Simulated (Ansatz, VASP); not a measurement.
## One calculation of NaLa, two programs

```
CELL_PARAMETERS angstrom
3.60625 0.00000 0.00000
-1.80313 3.12310 0.00000
0.00000 0.00000 6.48378
ATOMIC_POSITIONS crystal
La 0.33333 0.66667 0.50000
Na 0.00000 0.00000 0.00000
```

Alike in both runs: task single point; functional PBE; k mesh 7 × 7 × 4; occupations fermi-dirac, width 0.05 eV; no spin polarisation.

```csv
,VASP,Ansatz
version,VASP 6.6.1,Ansatz 0.2.0
potentials or method,"VASP PAW PBE potentials, release 64 (La, Na_sv)",Ansatz PAW
plane-wave cutoff (eV),970,420
valence electrons in the cell,20,20
```

|  | VASP | Ansatz | Ansatz less VASP |
| --- | --- | --- | --- |
| gap on the k mesh at the Fermi level (eV) | none | none | - |
| pressure (GPa) | -0.4 | -0.2 | +0.22 |
| traceless stress, the component that is largest in VASP (GPa) | 0.47 | 0.40 | -0.070 |

A gap of «none» marks a metal or a gap that the smearing closes.

Neither program's run includes spin-orbit coupling.
